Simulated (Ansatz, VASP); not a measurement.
## One calculation of Ge5P, two programs

```xyz
6
Lattice="0.0000 4.5558 4.5558 4.5558 0.0000 4.5558 4.5558 4.5558 0.0000" Properties=species:S:1:pos:R:3 pbc="T T T"
Ge    3.2179    1.3379    3.2179
Ge    1.3379    1.3379    1.3379
Ge    1.3379    3.2179    3.2179
Ge    3.2179    3.2179    1.3379
Ge    4.5558    4.5558    4.5558
P     0.0000    0.0000    0.0000
```

Alike in both runs: functional PBE; k mesh 8 × 8 × 8; occupations gaussian, width 0.1 eV; no spin polarisation.

Ansatz relaxed the structure, and its values are those at the end. VASP's run is a single point on that final structure, the one shown.

|  | VASP | Ansatz |
| --- | --- | --- |
| version | VASP 6.6.1 | Ansatz 0.2.0 |
| potentials or method | VASP PAW PBE potentials, release 64 (Ge_d, P), cutoff 520 eV | scalar-relativistic, plane waves, PAW |
| valence electrons in the cell | 75 | 75 |

VASP gave:

```
gap on the k mesh at the Fermi level (eV) : none
pressure (GPa)                            : 0.0
rms of the force components (eV/Å)        : 0.006
```

What did Ansatz give for the same quantities?

gap on the k mesh at the Fermi level (eV): none; pressure (GPa): 0.0; rms of the force components (eV/Å): 0.000.

A gap of «none» marks a metal or a gap that the smearing closes.
